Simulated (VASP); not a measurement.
Wanted: the native input for a VASP 6.6.1 run.

- Task: single point
- Functional: LDA
- Potentials or basis: VASP PAW LDA potentials, release 64 (Os)
- Cutoff: 600 eV
- k mesh: 10 × 10 × 10
- Occupations: fermi-dirac, width 0.05 eV
- Spin: no spin polarisation
- Dipole correction: no
- Further INCAR settings: ALGO = Normal; EDIFF = 1e-06; NBANDS = 10

The structure of Os lies in POSCAR:

```
Os
1.0
    0.0000000000      1.9021055261      1.9021055261
    1.9021055261      0.0000000000      1.9021055261
    1.9021055261      1.9021055261      0.0000000000
Os
1
Direct
    0.0000000000      0.0000000000      0.0000000000
```

This isn't the form of Os at room conditions, which is hcp.

These files were run (other wordings do the same):

INCAR

```
PREC = Accurate
ENCUT = 600
EDIFF = 1E-6
ISMEAR = -1
SIGMA = 0.05
LREAL = False
LASPH = True
NELM = 120
ALGO = Normal
ISIF = 2
LWAVE = False
LCHARG = True
LELF = True
LVHAR = True
NBANDS = 10
GGA_COMPAT = False
```

KPOINTS

```
regular mesh
0
Gamma
  10 10 10
```

Potentials or basis: VASP PAW LDA potentials, release 64 (Os).

Run with:

```console
$ cat potpaw_LDA.64/Os/POTCAR > POTCAR
$ mpirun -np 1 vasp_std > vasp.out
```

It gave:

| Quantity | Value |
| --- | --- |
| Pressure | 1.3 GPa |
| Band gap on the k mesh | zero (bands 4 and 5 overlap by 4.11 eV) |

Caveat: spin-orbit coupling is left out, which moves the levels of the heavy elements.

Run time: 6.2 s on 1 thread of Intel(R) Xeon(R) Platinum 8488C (Sapphire Rapids), with other jobs on the host, peak memory 0.13 GiB.
